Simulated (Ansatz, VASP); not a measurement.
One calculation of Sb, two programs

```xyz
1
Lattice="-1.8954 1.8949 1.8949 1.8954 -1.8949 1.8949 1.8954 1.8949 -1.8949" Properties=species:S:1:pos:R:3 pbc="T T T"
Sb    0.0000    0.0000    0.0000
```

Alike in both runs: functional PBE; k mesh 22 × 22 × 22; occupations gaussian, width 0.1 eV; no spin polarisation.

Ansatz relaxed the structure, and its values are those at the end. VASP's run is a single point on that final structure, the one shown.

|  | VASP | Ansatz |
| --- | --- | --- |
| version | VASP 6.6.1 | Ansatz 0.2.0 |
| potentials or method | VASP PAW PBE potentials, release 64 (Sb), cutoff 520 eV | scalar-relativistic, plane waves, PAW |
| valence electrons in the cell | 5 | 15 |

|  | VASP | Ansatz | Ansatz less VASP |
| --- | --- | --- | --- |
| gap on the k mesh at the Fermi level (eV) | none | none | - |
| pressure (GPa) | -0.1 | 0.0 | +0.13 |

A gap of «none» marks a metal or a gap that the smearing closes. With one functional, cell and mesh, what is left measures potentials, basis and numerics. VASP's potentials hold 5 valence electrons a cell and Ansatz's 15, so a difference there can come from the potentials and not from the codes.

Spin-orbit coupling is off throughout.
